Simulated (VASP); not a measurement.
Wanted: the native input for a VASP 6.6.1 run.

| Quantity | Value |
| --- | --- |
| Task | single point |
| Functional | PBE |
| Potentials or basis | VASP PAW PBE potentials, release 64 (K_sv, Br) |
| Cutoff | 520 eV |
| k mesh | 6 × 6 × 6 |
| Occupations | gaussian, width 0.05 eV |
| Spin | no spin polarisation |
| Dipole correction | no |
| Further INCAR settings | ALGO = Normal; EDIFF = 1e-06; NBANDS = 15 |

The structure of KBr lies in POSCAR:

```
KBr
1.0
    0.0000000000      3.2431125000      3.2925000000
    3.2431125000      0.0000000000      3.2925000000
    3.2431125000      3.2431125000      0.0000000000
K Br
1 1
Direct
    0.0000000000      0.0000000000      0.0000000000
    0.5000000000      0.5000000000      0.5000000000
```

This cell differs from its parent crystal: strain -0.015 along x and y, +0.000 along z.

These files were run (other wordings do the same):

INCAR

```
ALGO = Normal
EDIFF = 1E-6
ENCUT = 520
GGA = PE
ISIF = 2
ISMEAR = 0
LASPH = True
LCHARG = True
LELF = True
LREAL = False
LVHAR = True
LWAVE = False
NBANDS = 15
NELM = 100
PREC = Accurate
SIGMA = 0.05
```

KPOINTS

```
k-points
0
Gamma
  6 6 6
```

Potentials or basis: VASP PAW PBE potentials, release 64 (K_sv, Br).

Command:

```bash
$ cat potpaw_PBE.64/K_sv/POTCAR potpaw_PBE.64/Br/POTCAR > POTCAR
$ mpirun -np 1 vasp_std > vasp.out
```

Results of the run:

```json
{"Pressure": "1.5 GPa", "Band gap on the k mesh": "4.53 eV, direct"}
```

Caveat: the cell differs from its parent crystal (strain -0.015 along x and y, +0.000 along z).

It took 20 s on 1 thread of AMD EPYC 9R45 96-Core Processor (Zen 5) (shared host), peak memory 0.18 GiB.
